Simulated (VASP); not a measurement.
CoSi2:

```
CELL_PARAMETERS angstrom
0.00000 2.78334 2.78334
2.78334 0.00000 2.78334
2.78334 2.78334 0.00000
ATOMIC_POSITIONS crystal
Co 0.00000 0.00000 0.00000
Si 0.25000 0.25000 0.25000
Si 0.75000 0.75000 0.75000
```

Base run:

```yaml
Program: VASP 6.6.1
Functional: PBE
Potentials_or_basis: VASP PAW PBE potentials, release 64 (Co, Si)
Cutoff: 520 eV
k_mesh: 14 × 14 × 14
Occupations: gaussian, width 0.15 eV
Spin: collinear spin, ferromagnetic start
Starting_moments: "[1.1, 0.0, 0.0] μB"
Fixed_moment: 1.1 μB
```

Its results: pressure -11.1 GPa; site moments Co +0.73; Si +0.08 μB.

Q: After a change of settings the same cell gave: pressure -14.4 GPa; site moments Co +0.35; Si +0.04 μB. Which change was it?
A. fixed moment from 1.1 μB to 2.2 μB; moments at the start from [1.1, 0.0, 0.0] to [2.2, 0.0, 0.0]
B. fixed moment from 1.1 μB to 1.65 μB; moments at the start from [1.1, 0.0, 0.0] to [1.65, 0.0, 0.0]
C. fixed moment from 1.1 μB to 0.55 μB; moments at the start from [1.1, 0.0, 0.0] to [0.55, 0.0, 0.0]

A: C.

Caveats: the total moment is fixed, so each spin has its own Fermi level.
